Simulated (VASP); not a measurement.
# TiB (F-43m) in VASP: a series of runs

The runs below take TiB through single point, with LDA.

Program: VASP 6.6.1. These are calculated values, not measurements. Logs are shortened: lines on timing, memory, paths and dates and some standing lists are left out, and cuts for length are marked.

## Step 1: The cell of the first run

It takes space group F-43m (No. 216, cubic). The conventional cell has a = 4.202 Å, b = 4.202 Å, c = 4.202 Å, α = 90.00°, β = 90.00°, γ = 90.00°. Ti (site symmetry -43m) has 4 B at 1.82 Å within 2.4 Å. B (site symmetry -43m) has 4 Ti at 1.82 Å within 2.4 Å.

## Step 2: Single point, LDA

Contents of INCAR:

```
ALGO = Normal
EDIFF = 1E-7
ENCUT = 520
GGA = CA
ISIF = 2
ISMEAR = -1
LASPH = True
LCHARG = True
LELF = True
LREAL = False
LVHAR = True
LWAVE = False
NBANDS = 14
NELM = 60
PREC = Accurate
SIGMA = 0.05
```

Contents of KPOINTS:

```
k-points
0
Gamma
  9 9 9
```

Contents of POSCAR:

```
TiB
1.0
    0.0000000000      2.1010000000      2.1010000000
    2.1010000000      0.0000000000      2.1010000000
    2.1010000000      2.1010000000      0.0000000000
Ti B
1 1
Direct
    0.2500000000      0.2500000000      0.2500000000
    0.0000000000      0.0000000000      0.0000000000
```

Potentials or basis: VASP PAW LDA potentials, release 64 (Ti_sv, B).

On the command line:

```console
> cat potpaw_LDA.64/Ti_sv/POTCAR potpaw_LDA.64/B/POTCAR > POTCAR
> mpirun -np 1 vasp_std > vasp.out
```

OUTCAR:

```text
EDIFF = 1E-7
   ENCUT = 520
   GGA = CA
   ISIF = 2
   ISMEAR = -1
   LASPH = True
   LREAL = False
   NELM = 60
   PREC = Accurate

 ion  position               nearest neighbor table
   1  0.250  0.250  0.250-   2 1.82   2 1.82   2 1.82   2 1.82
   2  0.000  0.000  0.000-   1 1.82   1 1.82   1 1.82   1 1.82

  LATTYP: Found a face centered cubic cell.
 ALAT       =     4.2020000000

  Lattice vectors:

 A1 = (   0.0000000000,   2.1010000000,   2.1010000000)
 A2 = (   2.1010000000,   0.0000000000,   2.1010000000)
 A3 = (   2.1010000000,   2.1010000000,   0.0000000000)

Analysis of symmetry for initial positions (statically):
=====================================================================
 Subroutine PRICEL returns:
 Original cell was already a primitive cell.

 Routine SETGRP: Setting up the symmetry group for a
 face centered cubic supercell.

 Subroutine GETGRP returns: Found 24 space group operations
 (whereof 24 operations were pure point group operations)
 out of a pool of 48 trial point group operations.

The static configuration has the point symmetry T_d .

Analysis of symmetry for dynamics (positions and initial velocities):
=====================================================================
 Subroutine PRICEL returns:
 Original cell was already a primitive cell.

 Routine SETGRP: Setting up the symmetry group for a
 face centered cubic supercell.

 Subroutine GETGRP returns: Found 24 space group operations
 (whereof 24 operations were pure point group operations)
 out of a pool of 48 trial point group operations.

The dynamic configuration has the point symmetry T_d .

 Subroutine INISYM returns: Found 24 space group operations
 (whereof 24 operations are pure point group operations),
 and found     1 'primitive' translations

----------------------------------------------------------------------------------------

                                     Primitive cell

  volume of cell :      18.5485

  direct lattice vectors                    reciprocal lattice vectors
     0.000000000  2.101000000  2.101000000    -0.237981913  0.237981913  0.237981913
     2.101000000  0.000000000  2.101000000     0.237981913 -0.237981913  0.237981913
     2.101000000  2.101000000  0.000000000     0.237981913  0.237981913 -0.237981913

  length of vectors
     2.971262695  2.971262695  2.971262695     0.412196765  0.412196765  0.412196765

  position of ions in fractional coordinates (direct lattice)
     0.250000000  0.250000000  0.250000000
     0.000000000  0.000000000  0.000000000

  ion indices of the primitive-cell ions
   primitive index   ion index
                 1           1
                 2           2

----------------------------------------------------------------------------------------

 KPOINTS: k-points

Automatic generation of k-mesh.
 Grid dimensions read from file:
 generate k-points for:    9    9    9

 Generating k-lattice:

  Cartesian coordinates                     Fractional coordinates (reciprocal lattice)
    -0.026442435  0.026442435  0.026442435     0.111111111  0.000000000  0.000000000
     0.026442435 -0.026442435  0.026442435     0.000000000  0.111111111  0.000000000
     0.026442435  0.026442435 -0.026442435     0.000000000  0.000000000  0.111111111

  Length of vectors
     0.045799641  0.045799641  0.045799641

  Shift w.r.t. Gamma in fractional coordinates (k-lattice)
     0.000000000  0.000000000  0.000000000

 Subroutine IBZKPT returns following result:
 ===========================================

 Found     35 irreducible k-points:

 Following reciprocal coordinates:
            Coordinates               Weight
  0.000000  0.000000  0.000000      1.000000
  0.111111  0.000000  0.000000      8.000000
  0.222222  0.000000  0.000000      8.000000
  0.333333  0.000000  0.000000      8.000000
  0.444444  0.000000  0.000000      8.000000
  0.111111  0.111111  0.000000      6.000000
[... 16 lines left out ...]
 -0.333333  0.333333  0.000000     12.000000
  0.444444  0.444444  0.000000      6.000000
 [... further k-points ...]
   k-points           NKPTS =     35   k-points in BZ     NKDIM =     35   number of bands    NBANDS=     14
   number of dos      NEDOS =    301   number of ions     NIONS =      2
   total plane-waves  NPLWV =  13824
   dimension x,y,z NGX =    24 NGY =   24 NGZ =   24
   dimension x,y,z NGXF=    48 NGYF=   48 NGZF=   48
   ions per type =               1   1
   NGX,Y,Z   is equivalent  to a cutoff of  13.43, 13.43, 13.43 a.u.
   NGXF,Y,Z  is equivalent  to a cutoff of  26.86, 26.86, 26.86 a.u.
 SYSTEM =  unknown system
   PREC   = accura    normal or accurate (medium, high low for compatibility)
   ISTART =      0    job   : 0-new  1-cont  2-samecut
   ICHARG =      2    charge: 1-file 2-atom 10-const
   ISPIN  =      1    spin polarized calculation?
   LNONCOLLINEAR =      F non collinear calculations
   LSORBIT =      F    spin-orbit coupling
   LASPH  =      T    aspherical Exc in radial PAW
   ENCUT  =  520.0 eV  38.22 Ry    6.18 a.u.   5.52  5.52  5.52*2*pi/ulx,y,z
   NELM   =     60;   NELMIN=  2; NELMDL= -5     # of ELM steps
   EDIFF  = 0.1E-06   stopping-criterion for ELM
   LREAL  =      F    real-space projection
   EDIFFG = 0.1E-05   stopping-criterion for IOM
   NSW    =      0    number of steps for IOM
   IBRION =     -1    ionic relax: 0-MD 1-quasi-New 2-CG
   NFREE  =      0    steps in history (QN), initial steepest desc. (CG)
   ISIF   =      2    stress and relaxation
   ISYM   =      2    0-nonsym 1-usesym 2-fastsym
   POTIM  = 0.5000    time-step for ionic-motion
   TEBEG  =    0.0;   TEEND  =   0.0 temperature during run
   PSTRESS=    0.0 pullay stress
   NELECT =      15.0000    total number of electrons
   NUPDOWN=      -1.0000    fix difference up-down
   EMIN   =  10.00;   EMAX   =-10.00  energy-range for DOS
   EFERMI =   0.00;   METHOD = LEGACY
   ISMEAR =    -1;   SIGMA  =   0.05  broadening in eV -4-tet -1-fermi 0-gaus
   EFERMI_NEDOS =   21; number of points for ismear=-14 and -15
   IALGO  =     38    algorithm
   IMIX   =      4    mixing-type and parameters
     AMIX     =   0.40;   BMIX     =  1.00
     AMIX_MAG =   1.60;   BMIX_MAG =  1.00
  volume/ion in A,a.u.               =       9.27        62.59
  Fermi-wavevector in a.u.,A,eV,Ry     =   1.525232  2.882270 31.651671  2.326332
  Thomas-Fermi vector in A             =   2.633430
   LORBIT       =      0    0 simple, 1 ext, 2 COOP (PROOUT), +10 PAW based schemes
   GGA     = CA    functional components
   LHFCALC =     F    Hartree Fock is set to
   AEXX    =    0.0000 exact exchange contribution
   IVDW    =     0    specifies the selected vdW correction
   LEPSILON=     F    determine dielectric tensor
   LRPA    =     F    only Hartree local field effects (RPA)
 non-spin polarized calculation
  energy-cutoff  :      520.00
  volume of cell :       18.55
 maximum number of plane-waves:       531
 NGX is ok and might be reduce to    24
   NGX = 11   NGY = 11   NGZ = 11

 number of electron      14.9999998 magnetization

 Free energy of the ion-electron system (eV)
  ---------------------------------------------------
  ext. energy  EPLUGINS =         0.00000000
  ---------------------------------------------------
  free energy    TOTEN  =       -12.01390371 eV

  energy without entropy =      -12.00617546  energy(sigma->0) =      -12.01003958

 E-fermi :   9.2381     XC(G=0): -13.0034

 val. band max:        9.1885949468   @ k =  -0.3333   0.4444   0.1111
 cond. band min:       9.2464044478   @ k =   0.4444   0.3333   0.0000
 fundamental gap:      0.0578095010
 Fermi energy:         9.2381011382

 k-point     1 :       0.0000    0.0000    0.0000
  band No.  band energies     occupation
      1     -45.0199      2.00000
      2     -21.4863      2.00000
      3     -21.4863      2.00000
      4     -21.4863      2.00000
      5       0.3295      2.00000
      6       7.2462      2.00000
      7       7.2462      2.00000
      8       7.2462      2.00000
      9      12.4019      0.00000
     10      12.4019      0.00000
     11      21.5684      0.00000
     12      21.9155      0.00000
     13      21.9155      0.00000
     14      21.9155      0.00000

 k-point     2 :       0.1111    0.0000    0.0000
  band No.  band energies     occupation
      1     -45.0058      2.00000
      2     -21.5840      2.00000
      3     -21.5004      2.00000
      4     -21.5004      2.00000
      5       0.6750      2.00000
      6       7.1159      2.00000
      7       7.3958      2.00000
      8       7.3958      2.00000
      9      12.2724      0.00000
     10      12.2724      0.00000
     11      21.1028      0.00000
     12      21.9713      0.00000
     13      21.9713      0.00000
     14      22.1639      0.00000

 k-point     3 :       0.2222    0.0000    0.0000
  band No.  band energies     occupation
      1     -44.9698      2.00000
      2     -21.8264      2.00000
      3     -21.5358      2.00000
      4     -21.5358      2.00000
      5       1.6063      2.00000
      6       6.8376      2.00000
      7       7.7131      2.00000
      8       7.7131      2.00000
      9      12.1674      0.00000
     10      12.1674      0.00000
     11      19.3229      0.00000
     12      21.6711      0.00000
     13      21.6711      0.00000
     14      23.0564      0.00000
[... 324 lines left out ...]
 k-point    23 :      -0.3333    0.3333    0.0000
  band No.  band energies     occupation
      1     -44.8679      2.00000
      2     -22.0499      2.00000
      3     -22.0053      2.00000
      4     -21.6941      2.00000
      5       4.8929      2.00000
      6       5.9895      2.00000
      7       8.3927      2.00000
      8       9.4485      0.02934
      9      11.6886      0.00000
     10      12.4575      0.00000
     11      15.8618      0.00000
     12      17.1604      0.00000
     13      18.5816      0.00000
     14      23.8480      0.00000

 k-point    24 :       0.4444    0.4444    0.0000
  band No.  band energies     occupation
      1     -44.8632      2.00000
      2     -22.1917      2.00000
      3     -21.7904      2.00000
      4     -21.7904      2.00000
      5       4.3432      2.00000
      6       5.1523      2.00000
      7      10.1877      0.00000
      8      10.8276      0.00000
      9      10.8276      0.00000
     10      13.8098      0.00000
     11      15.6729      0.00000
     12      15.6729      0.00000
     13      17.0222      0.00000
     14      25.1847      0.00000

 [... further k-points ...]

------------------------ aborting loop because EDIFF is reached ----------------------------------------

  FORCE on cell =-STRESS in cart. coord.  units (eV):
  Direction    XX          YY          ZZ          XY          YZ          ZX
  --------------------------------------------------------------------------------------
  -------------------------------------------------------------------------------------
  Total       12.2116997     12.2116997     12.2116997     -0.0000000      0.0000000      0.0000000
  in kB     1054.8204596   1054.8204596   1054.8204596     -0.0000000      0.0000000      0.0000000
  external PRESSURE =    1054.8204596 kB  Pullay stress =       0.0000000 kB

 VOLUME and BASIS-vectors are now :
 -----------------------------------------------------------------------------
  energy-cutoff  :      520.00
  volume of cell :       18.55
      direct lattice vectors                 reciprocal lattice vectors
     0.000000000  2.101000000  2.101000000    -0.237981913  0.237981913  0.237981913
     2.101000000  0.000000000  2.101000000     0.237981913 -0.237981913  0.237981913
     2.101000000  2.101000000  0.000000000     0.237981913  0.237981913 -0.237981913

 POSITION                                       TOTAL-FORCE (eV/Angst)
 -----------------------------------------------------------------------------------
      1.05050      1.05050      1.05050        -0.000000      0.000000      0.000000
      0.00000      0.00000      0.00000         0.000000     -0.000000     -0.000000
 -----------------------------------------------------------------------------------
    total drift:                               -0.000001     -0.000001     -0.000001

  FREE ENERGIE OF THE ION-ELECTRON SYSTEM (eV)
  ---------------------------------------------------
  free  energy   TOTEN  =       -12.0139037070 eV

  energy  without entropy=      -12.0061754560  energy(sigma->0) =      -12.01003958
```

Run time: 5.3 s. Hardware: 1 thread of Intel Xeon Platinum 8488C (Sapphire Rapids), shared host; peak memory 0.13 GiB.

What came out:

```yaml
Free_energy: -12.0139 eV
Pressure: 105.5 GPa
```

## Step 3: Single point, LDA

Contents of INCAR:

```
PREC = Accurate ; ENCUT = 520
EDIFF = 1E-6 ; ISMEAR = -1
SIGMA = 0.05 ; LREAL = False
LASPH = True ; NELM = 60
ALGO = Normal ; ISIF = 2
LWAVE = False ; LCHARG = False
GGA = CA ; NBANDS = 14
```

Contents of KPOINTS:

```
Automatic mesh
0
Gamma
  9 9 9
```

Contents of POSCAR:

```
TiB
1.0
    0.0000000000      2.1010000000      2.1010000000
    2.1010000000      0.0000000000      2.1010000000
    2.1010000000      2.1010000000      0.0000000000
Ti B
1 1
Direct
    0.0000000000      0.0000000000      0.5000000000
    0.2500000000      0.2500000000     -0.2500000000
```

Potentials or basis: VASP PAW LDA potentials, release 64 (Ti_sv, B).

On the command line:

```console
> cat potpaw_LDA.64/Ti_sv/POTCAR potpaw_LDA.64/B/POTCAR > POTCAR
> mpirun -np 1 vasp_std > vasp.out
```

Wall time 4.5 s (1 thread of Intel Xeon Platinum 8488C (Sapphire Rapids), shared host); peak memory 0.13 GiB.

The run converged. Its results:

```yaml
Free_energy: -12.0139 eV
Pressure: 105.6 GPa
```

Levels at points of the mesh, in eV from the Fermi level:
```
           k point  band 4  band 5  band 6  band 7  band 8  band 9  band 10  band 11  band 12  band 13
(0.00, 0.00, 0.00)  -30.72   -8.91   -1.99   -1.99   -1.99    3.16     3.16    12.33    12.68    12.68
```

## Step 4: Single point, LDA

Contents of INCAR:

```
SYSTEM = TiB
ALGO = Normal
EDIFF = 1E-6
ENCUT = 520
GGA = CA
ISIF = 2
ISMEAR = -1
LASPH = .TRUE.
LCHARG = .TRUE.
LELF = .TRUE.
LREAL = .FALSE.
LVHAR = .TRUE.
LWAVE = .FALSE.
NBANDS = 14
NELM = 100
PREC = Accurate
SIGMA = 0.05
```

Contents of KPOINTS:

```
k-points
0
G
  9 9 9
  0 0 0
```

Contents of POSCAR:

```
TiB
1.0
    0.0000000000      2.1010000000      2.1010000000
    2.1010000000      0.0000000000      2.1010000000
    2.1010000000      2.1010000000      0.0000000000
Ti B
1 1
Direct
    0.2500000000      0.2500000000      0.2500000000
    0.0000000000      0.0000000000      0.0000000000
```

On the command line:

```console
> cat potpaw_LDA.64/Ti_sv/POTCAR potpaw_LDA.64/B/POTCAR > POTCAR
> mpirun -np 1 vasp_std > vasp.out
```

Wall time 4.8 s (1 thread of Intel Xeon Platinum 8488C (Sapphire Rapids), shared host); peak memory 0.13 GiB.

It converged, with:

```
Free energy : -12.0139 eV
Pressure    : 105.6 GPa
```

Levels at points of the mesh, in eV from the Fermi level:
```csv
k point,band 5,band 6,band 7,band 8,band 9,band 10,band 11,band 12
"(0.00, 0.00, 0.00)",-8.91,-1.99,-1.99,-1.99,3.16,3.16,12.33,12.68
```

## Step 5: Single point, LDA

Contents of INCAR:

```
SYSTEM = TiB
  PREC = Accurate
  ENCUT = 520
  EDIFF = 1E-7
  ISMEAR = -1
  SIGMA = 0.05
  LREAL = .FALSE.
  LASPH = .TRUE.
  NELM = 100
  ALGO = Normal
  ISIF = 2
  LWAVE = .FALSE.
  LCHARG = .FALSE.
  GGA = CA
  NBANDS = 14
```

Contents of KPOINTS:

```
regular mesh
0
G
  9 9 9
  0 0 0
```

Contents of POSCAR:

```
TiB
1.0
    0.0000000000      2.1010000000      2.1010000000
    2.1010000000      0.0000000000      2.1010000000
    2.1010000000      2.1010000000      0.0000000000
Ti B
1 1
Direct
    0.0000000000      0.0000000000      0.5000000000
    0.2500000000      0.2500000000     -0.2500000000
```

Potentials or basis: VASP PAW LDA potentials, release 64 (Ti_sv, B).

On the command line:

```console
> cat potpaw_LDA.64/Ti_sv/POTCAR potpaw_LDA.64/B/POTCAR > POTCAR
> mpirun -np 1 vasp_std > vasp.out
```

OUTCAR:

```text
SYSTEM = TiB
   PREC = Accurate
   ENCUT = 520
   EDIFF = 1E-7
   ISMEAR = -1
   LREAL = .FALSE.
   LASPH = .TRUE.
   NELM = 100
   ISIF = 2
   GGA = CA

 ion  position               nearest neighbor table
   1  0.000  0.000  0.500-   2 1.82   2 1.82   2 1.82   2 1.82
   2  0.250  0.250  0.750-   1 1.82   1 1.82   1 1.82   1 1.82

  LATTYP: Found a face centered cubic cell.
 ALAT       =     4.2020000000

  Lattice vectors:

 A1 = (   0.0000000000,   2.1010000000,   2.1010000000)
 A2 = (   2.1010000000,   0.0000000000,   2.1010000000)
 A3 = (   2.1010000000,   2.1010000000,   0.0000000000)

Analysis of symmetry for initial positions (statically):
=====================================================================
 Subroutine PRICEL returns:
 Original cell was already a primitive cell.

 Routine SETGRP: Setting up the symmetry group for a
 face centered cubic supercell.

 Subroutine GETGRP returns: Found 24 space group operations
 (whereof  4 operations were pure point group operations)
 out of a pool of 48 trial point group operations.

The static configuration has the point symmetry C_2v.
 The point group associated with its full space group is T_d .

[... 168 lines left out ...]
 k-point     1 :       0.0000    0.0000    0.0000
  band No.  band energies     occupation
      1     -45.0199      2.00000
      2     -21.4863      2.00000
      3     -21.4863      2.00000
      4     -21.4863      2.00000
      5       0.3295      2.00000
      6       7.2462      2.00000
      7       7.2462      2.00000
      8       7.2462      2.00000
      9      12.4019      0.00000
     10      12.4019      0.00000
     11      21.5684      0.00000
     12      21.9155      0.00000
     13      21.9155      0.00000
     14      21.9155      0.00000
[... 377 lines left out ...]
      1     -44.8632      2.00000
      2     -22.1917      2.00000
      3     -21.7904      2.00000
      4     -21.7904      2.00000
      5       4.3432      2.00000
      6       5.1523      2.00000
      7      10.1877      0.00000
      8      10.8276      0.00000
      9      10.8276      0.00000
     10      13.8098      0.00000
     11      15.6729      0.00000
     12      15.6729      0.00000
     13      17.0222      0.00000
     14      25.1847      0.00000

 [... further k-points ...]
[... 5 lines left out ...]
  --------------------------------------------------------------------------------------
  -------------------------------------------------------------------------------------
  Total       12.2116441     12.2116441     12.2116441      0.0000000      0.0000000      0.0000000
  in kB     1054.8156544   1054.8156544   1054.8156544      0.0000000      0.0000000      0.0000000
  external PRESSURE =    1054.8156544 kB  Pullay stress =       0.0000000 kB

 VOLUME and BASIS-vectors are now :
 -----------------------------------------------------------------------------
  energy-cutoff  :      520.00
  volume of cell :       18.55
      direct lattice vectors                 reciprocal lattice vectors
     0.000000000  2.101000000  2.101000000    -0.237981913  0.237981913  0.237981913
     2.101000000  0.000000000  2.101000000     0.237981913 -0.237981913  0.237981913
     2.101000000  2.101000000  0.000000000     0.237981913  0.237981913 -0.237981913

 POSITION                                       TOTAL-FORCE (eV/Angst)
 -----------------------------------------------------------------------------------
      1.05050      1.05050      0.00000        -0.000000     -0.000000      0.000000
      2.10100      2.10100      1.05050         0.000000      0.000000     -0.000000
 -----------------------------------------------------------------------------------
    total drift:                                0.000001      0.000001      0.000001

  FREE ENERGIE OF THE ION-ELECTRON SYSTEM (eV)
  ---------------------------------------------------
  free  energy   TOTEN  =       -12.0139037010 eV

  energy  without entropy=      -12.0061754527  energy(sigma->0) =      -12.01003958
```

stdout:

```text
POSCAR found type information on POSCAR TiB
 POSCAR found :  2 types and       2 ions
 scaLAPACK will be used
 LDA part: xc-table for (Slater(with rela. corr.)+CA(PZ))
 , standard interpolation
 POSCAR, INCAR and KPOINTS ok, starting setup
 FFT: planning ... GRIDC
 FFT: planning ... GRID_SOFT
 FFT: planning ... GRID
 WAVECAR not read
 entering main loop
```

Run time: 5 s. Hardware: 1 thread of Intel Xeon Platinum 8488C (Sapphire Rapids), shared host; peak memory 0.13 GiB.

What came out:

* Free energy: -12.0139 eV
* Pressure: 105.5 GPa

Levels at points of the mesh, in eV from the Fermi level:
```
           k point  band 4  band 5  band 6  band 7  band 8  band 9  band 10  band 11  band 12  band 13
(0.00, 0.00, 0.00)  -30.72   -8.91   -1.99   -1.99   -1.99    3.16     3.16    12.33    12.68    12.68
```
